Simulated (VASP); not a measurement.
Yb, 1 atom in the cell. Symmetry: Pm-3m, No. 221, cubic system. Conventional cell: a = 2.778 Å, b = 2.778 Å, c = 2.778 Å, α = 90.00°, β = 90.00°, γ = 90.00°. Within 3.7 Å of Yb (site symmetry m-3m) lie 6 Yb at 2.78 Å.  This cell differs from its parent crystal: volume scaled by 0.55.

| Property | Result |
| --- | --- |
| Program | VASP 6.6.1 |
| Task | single point |
| Functional | PBE |
| Potentials or basis | VASP PAW PBE potentials, release 64 (Yb) |
| Cutoff | 520 eV |
| k mesh | 13 × 13 × 13 |
| Occupations | fermi-dirac, width 0.1 eV |
| Spin | no spin polarisation |
| Dipole correction | no |
| Further INCAR settings | ALGO = Normal; EDIFF = 1e-06; NBANDS = 18 |

Potentials or basis: VASP PAW PBE potentials, release 64 (Yb).

Launch:

```console
$ cat potpaw_PBE.64/Yb/POTCAR > POTCAR
$ mpirun -np 1 vasp_std > vasp.out
```

Hardware: 1 thread of Intel(R) Xeon(R) 6975P-C (Granite Rapids), on a shared host.

Problem. How long does it take, and how much memory?

Solution. Wall time 20 s on 1 thread of Intel(R) Xeon(R) 6975P-C (Granite Rapids), with other jobs on the host, peak memory 0.17 GiB. Counts: scf iterations 21, k points 84.
